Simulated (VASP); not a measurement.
# Fe (Im-3m) in VASP: a series of runs, part 2 of 2

VASP 6.6.1. The steps go on from the part before.

**3. Single point, HSE06, collinear spin, ferromagnetic start**

This run uses another cell than the first one, of 12.02 Å³/atom, 0.971 times its volume.

File POSCAR:

```
Fe
1.0
   -1.4430000000      1.4430000000      1.4430000000
    1.4430000000     -1.4430000000      1.4430000000
    1.4430000000      1.4430000000     -1.4430000000
Fe
1
Direct
    0.0000000000      0.0000000000      0.0000000000
```

File INCAR.step1:

```
PREC = Accurate
ENCUT = 520
EDIFF = 1E-5
ISMEAR = -1
SIGMA = 0.05
LREAL = False
LASPH = True
NELM = 150
ALGO = Normal
ISIF = 2
LWAVE = True
LCHARG = False
ISPIN = 2
MAGMOM = 3
LORBIT = 11
LMAXMIX = 4
GGA = PE
NBANDS = 14
```

File INCAR.step2:

```
PREC = Accurate
ENCUT = 520
EDIFF = 1E-6
ISMEAR = -1
SIGMA = 0.05
LREAL = False
LASPH = True
NELM = 150
ALGO = Normal
ISIF = 2
LWAVE = False
LCHARG = False
ISPIN = 2
MAGMOM = 3
LORBIT = 11
LMAXMIX = 4
GGA = PE
LHFCALC = True
HFSCREEN = 0.2079
PRECFOCK = Normal
ISTART = 1
NBANDS = 14
```

File KPOINTS:

```
regular mesh
0
Gamma
  7 7 7
```

Potentials or basis: VASP PAW PBE potentials, release 64 (Fe).

The run is started by

```bash
$ cat potpaw_PBE.64/Fe/POTCAR > POTCAR
$ cp INCAR.step1 INCAR
$ mpirun -np 1 vasp_std > vasp.out
$ cp INCAR.step2 INCAR
$ mpirun -np 1 vasp_std > vasp.out
```

OUTCAR:

```text
PREC = Accurate
   ENCUT = 520
   EDIFF = 1E-6
   ISMEAR = -1
   LREAL = False
   LASPH = True
   NELM = 150
   ISIF = 2
   ISPIN = 2
   LORBIT = 11
   GGA = PE
   LHFCALC = True
   HFSCREEN = 0.2079
   PRECFOCK = Normal
   ISTART = 1

 ion  position               nearest neighbor table
   1  0.000  0.000  0.000-

  LATTYP: Found a body centered cubic cell.
 ALAT       =     2.8860000000

  Lattice vectors:

 A1 = (  -1.4430000000,   1.4430000000,   1.4430000000)
 A2 = (   1.4430000000,  -1.4430000000,   1.4430000000)
 A3 = (   1.4430000000,   1.4430000000,  -1.4430000000)

Analysis of symmetry for initial positions (statically):
=====================================================================
 Subroutine PRICEL returns:
 Original cell was already a primitive cell.

 Routine SETGRP: Setting up the symmetry group for a
 body centered cubic supercell.

 Subroutine GETGRP returns: Found 48 space group operations
 (whereof 48 operations were pure point group operations)
 out of a pool of 48 trial point group operations.

The static configuration has the point symmetry O_h .

Analysis of symmetry for dynamics (positions and initial velocities):
=====================================================================
 Subroutine PRICEL returns:
 Original cell was already a primitive cell.

 Routine SETGRP: Setting up the symmetry group for a
 body centered cubic supercell.

 Subroutine GETGRP returns: Found 48 space group operations
 (whereof 48 operations were pure point group operations)
 out of a pool of 48 trial point group operations.

The dynamic configuration has the point symmetry O_h .

Analysis of structural, dynamic, and magnetic symmetry:
=====================================================================
 Subroutine PRICEL returns:
 Original cell was already a primitive cell.

 Routine SETGRP: Setting up the symmetry group for a
 body centered cubic supercell.

 Subroutine GETGRP returns: Found 48 space group operations
 (whereof 48 operations were pure point group operations)
 out of a pool of 48 trial point group operations.

The overall configuration has the point symmetry O_h .

 Subroutine INISYM returns: Found 48 space group operations
 (whereof 48 operations are pure point group operations),
 and found     1 'primitive' translations

----------------------------------------------------------------------------------------

                                     Primitive cell

  volume of cell :      12.0187

  direct lattice vectors                    reciprocal lattice vectors
    -1.443000000  1.443000000  1.443000000     0.000000000  0.346500347  0.346500347
     1.443000000 -1.443000000  1.443000000     0.346500347  0.000000000  0.346500347
     1.443000000  1.443000000 -1.443000000     0.346500347  0.346500347  0.000000000

  length of vectors
     2.499349315  2.499349315  2.499349315     0.490025489  0.490025489  0.490025489

  position of ions in fractional coordinates (direct lattice)
     0.000000000  0.000000000  0.000000000

  ion indices of the primitive-cell ions
   primitive index   ion index
                 1           1

----------------------------------------------------------------------------------------

 KPOINTS: regular mesh

Automatic generation of k-mesh.
 Grid dimensions read from file:
 generate k-points for:    7    7    7

 Generating k-lattice:

[... 77 lines left out ...]
  volume/ion in A,a.u.               =      12.02        81.11
  Fermi-wavevector in a.u.,A,eV,Ry     =   1.429394  2.701162 27.798962  2.043166
  Thomas-Fermi vector in A             =   2.549352
   LORBIT       =     11    0 simple, 1 ext, 2 COOP (PROOUT), +10 PAW based schemes
   GGA     = PE    functional components
   LHFCALC =     T    Hartree Fock is set to
   PRECFOCK=normal    Normal, Fast or Accurate (Low or Medium for compatibility)
   ENCUT4O =  -1.0   cutoff for four orbital integrals eV
   NKREDX  =     1    reduce k-point grid by
   NKREDY  =     1    reduce k-point grid by
   NKREDZ  =     1    reduce k-point grid by
   AEXX    =    0.2500 exact exchange contribution
   HFSCREEN=    0.2079 screening length (either q_TF or 0.3 A-1)
   HFSCREENC=   0.2079 screening length for correlation (either q_TF or 0.3 A-1)
   ENCUTFOCK=  -1.0 apply spherical cutoff to Coloumb kernel
   IVDW    =     0    specifies the selected vdW correction
   LEPSILON=     F    determine dielectric tensor
   LRPA    =     F    only Hartree local field effects (RPA)
 spin polarized calculation
  energy-cutoff  :      520.00
  volume of cell :       12.02
 maximum number of plane-waves:       333
  NGX = 14; NGY = 14; NGZ = 14

 number of electron       7.9999995 magnetization       2.8863081

 Free energy of the ion-electron system (eV)
  ---------------------------------------------------
  ext. energy  EPLUGINS =         0.00000000
  ---------------------------------------------------
  free energy    TOTEN  =       -11.52626192 eV

  energy without entropy =      -11.51828049  energy(sigma->0) =      -11.52227120

 E-fermi :   5.5274     XC(G=0): -10.4215

 val. band max:        5.4953624202   @ k =   0.1429   0.1429   0.0000
 cond. band min:       5.6915871965   @ k =  -0.2857   0.4286   0.1429
 fundamental gap:      0.1962247763
 Fermi energy:         5.5273950205

 spin component 1

 k-point     1 :       0.0000    0.0000    0.0000
  band No.  band energies     occupation
      1      -3.8738      1.00000
      2       0.3577      1.00000
      3       0.3577      1.00000
      4       0.3577      1.00000
      5       1.5752      1.00000
      6       1.5752      1.00000
      7      31.0306      0.00000
      8      31.0306      0.00000
      9      31.0306      0.00000
     10      35.8795      0.00000
     11      35.8795      0.00000
     12      37.8125      0.00000
     13      37.8125      0.00000
     14      37.8125      0.00000
[... 308 lines left out ...]
  band No.  band energies     occupation
      1      -1.5076      1.00000
      2      -1.4720      1.00000
      3       2.3639      1.00000
      4       2.3639      1.00000
      5       2.5190      1.00000
      6      13.0634      0.00000
      7      16.3846      0.00000
      8      16.3846      0.00000
      9      21.2577      0.00000
     10      22.7306      0.00000
     11      27.7062      0.00000
     12      43.9703      0.00000
     13      49.0780      0.00000
     14      49.0780      0.00000
 Fermi energy:         5.5273950205

 spin component 2

 k-point     1 :       0.0000    0.0000    0.0000
  band No.  band energies     occupation
      1      -4.3409      1.00000
      2       6.5020      0.00000
      3       6.5021      0.00000
      4       6.5021      0.00000
      5       9.1228      0.00000
      6       9.1229      0.00000
      7      30.2835      0.00000
      8      30.2835      0.00000
      9      30.2835      0.00000
     10      35.9735      0.00000
     11      35.9735      0.00000
     12      39.1259      0.00000
     13      39.1259      0.00000
     14      39.1259      0.00000
[... 309 lines left out ...]
      1       2.7238      1.00000
      2       2.9359      1.00000
      3       8.9727      0.00000
      4       8.9728      0.00000
      5       9.4171      0.00000
      6      13.9356      0.00000
      7      16.7321      0.00000
      8      16.7321      0.00000
      9      23.3841      0.00000
     10      24.2546      0.00000
     11      28.7703      0.00000
     12      44.2598      0.00000
     13      49.5862      0.00000
     14      49.5862      0.00000

------------------------ aborting loop because EDIFF is reached ----------------------------------------

  FORCE on cell =-STRESS in cart. coord.  units (eV):
  Direction    XX          YY          ZZ          XY          YZ          ZX
  --------------------------------------------------------------------------------------
  -------------------------------------------------------------------------------------
  Total        0.4263978      0.4263978      0.4263978      0.0000000     -0.0000000      0.0000000
  in kB       56.8416370     56.8416370     56.8416370      0.0000000     -0.0000000      0.0000000
  external PRESSURE =      56.8416370 kB  Pullay stress =       0.0000000 kB

 VOLUME and BASIS-vectors are now :
 -----------------------------------------------------------------------------
  energy-cutoff  :      520.00
  volume of cell :       12.02
      direct lattice vectors                 reciprocal lattice vectors
    -1.443000000  1.443000000  1.443000000     0.000000000  0.346500347  0.346500347
     1.443000000 -1.443000000  1.443000000     0.346500347  0.000000000  0.346500347
     1.443000000  1.443000000 -1.443000000     0.346500347  0.346500347  0.000000000

 POSITION                                       TOTAL-FORCE (eV/Angst)
 -----------------------------------------------------------------------------------
      0.00000      0.00000      0.00000         0.000000      0.000000     -0.000000
 -----------------------------------------------------------------------------------
    total drift:                               -0.000000      0.000000      0.000000

  FREE ENERGIE OF THE ION-ELECTRON SYSTEM (eV)
  ---------------------------------------------------
  free  energy   TOTEN  =       -11.5262619162 eV

  energy  without entropy=      -11.5182804880  energy(sigma->0) =      -11.52227120

 total charge

# of ion       s       p       d       tot
------------------------------------------
    1        0.487   0.545   6.145   7.177

 magnetization (x)

# of ion       s       p       d       tot
------------------------------------------
    1       -0.032  -0.142   3.121   2.948
```

Run time: 37 min. Hardware: 1 thread of Oxide Virtual Turin-like, shared host; peak memory 0.2 GiB.

Results:

| Quantity | Value |
| --- | --- |
| Free energy | -11.5263 eV |
| Pressure | 5.7 GPa |
| Net moment | 2.89 μB per cell |
| Site moments | Fe +2.95 μB |
| Valence electrons inside the program's atomic spheres | Fe 7.18 |

Caveat: the k points lie up to 0.44 Å⁻¹ apart; the PAW data sets were made with another functional, which shifts forces and pressure a little.
